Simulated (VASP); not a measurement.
La2O3: single point with r2SCAN

The system is La2O3.

```
La O
1.0
     3.89575    0.00000    0.00000
    -1.94788    3.37382    0.00000
     0.00000    0.00000    6.06496
La O
2 3
Cartesian
  1.9479 1.1246 4.5827
  0.0000 2.2492 1.4822
  1.9479 1.1246 2.1457
  0.0000 2.2492 3.9192
  0.0000 0.0000 0.0000
```

This cell differs from its parent crystal: strain -1.0%.

```json
{
  "Program": "VASP 6.6.1",
  "Task": "single point",
  "Functional": "r2SCAN",
  "Potentials or basis": "VASP PAW PBE potentials, release 64 (La, O)",
  "Cutoff": "520 eV",
  "k mesh": "12 × 12 × 4",
  "Occupations": "gaussian, width 0.01 eV",
  "Spin": "no spin polarisation"
}
```

```
Pressure               : 3.6 GPa
Largest force          : 0.031 eV/Å
Band gap on the k mesh : 4.29 eV (least direct gap 4.36 eV)
```

Forces in eV/Å, atoms in the order of the input:
```
La   0.000  0.000 -0.031
La   0.000  0.000  0.031
O    0.000  0.000 -0.012
O    0.000  0.000  0.012
O    0.000  0.000  0.000
```

Stress tensor (GPa, compression positive):
```
3.99 0.00 0.00
0.00 3.99 0.00
0.00 0.00 2.81
```

Levels at points of the mesh, in eV from the valence-band top:
| k point | band 17 | band 18 | band 19 | band 20 | band 21 | band 22 | band 23 | band 24 |
| --- | --- | --- | --- | --- | --- | --- | --- | --- |
| (0.00, 0.00, 0.00) | -1.73 | -0.44 | -0.44 | -0.15 | 4.89 | 5.15 | 5.15 | 5.93 |
| (0.50, 0.00, 0.00) | -0.75 | -0.67 | -0.43 | -0.33 | 4.33 | 5.35 | 5.88 | 5.96 |
| (0.00, 0.00, 0.50) | -1.01 | -0.85 | -0.34 | -0.34 | 5.32 | 5.32 | 5.34 | 5.64 |
| (0.50, 0.00, 0.50) | -0.93 | -0.78 | -0.35 | -0.02 | 4.98 | 5.19 | 5.83 | 5.95 |

Run time: 8.1 min on 1 thread of AMD EPYC 9R45 96-Core Processor (Zen 5), with other jobs on the host, peak memory 0.29 GiB.

Caveat: the cell differs from its parent crystal (strain -1.0%); the cell stands under pressure; the PAW data sets were made with another functional, which shifts forces and pressure a little; spin-orbit coupling is left out, which moves the levels of the heavy elements. A k mesh can miss the band edges.
